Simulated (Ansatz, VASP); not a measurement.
One calculation of Au, two programs

```
Au
1.0
     2.94522    0.00000    0.00000
    -1.47261    2.55064    0.00000
     0.00000    0.00000    9.86136
Au
4
Cartesian
  0.0000 0.0000 0.0000
  0.0000 0.0000 4.9307
  0.0000 1.7004 2.4653
  1.4726 0.8502 7.3960
```

Alike in both runs: functional RPBE; k mesh 13 × 13 × 4; occupations fermi-dirac, width 0.1 eV; no spin polarisation.

Ansatz relaxed the structure, and its values are those at the end. VASP's run is a single point on that final structure, the one shown.

|  | VASP | Ansatz |
| --- | --- | --- |
| version | VASP 6.6.1 | Ansatz 0.2.0 |
| potentials or method | VASP PAW PBE potentials, release 64 (Au), cutoff 520 eV | plane waves (420 eV) with PAW, scalar-relativistic |
| valence electrons in the cell | 44 | 76 |

Ansatz gave:

```
pressure (GPa) : 0.0
```

Which values does VASP return?

Pressure (GPa): -0.2.

VASP's potentials were made for PBE, not for RPBE. With one functional, cell and mesh, what is left measures potentials, basis and numerics. VASP's potentials hold 44 valence electrons a cell and Ansatz's 76, so a difference there can come from the potentials and not from the codes.

Spin-orbit coupling is off throughout.
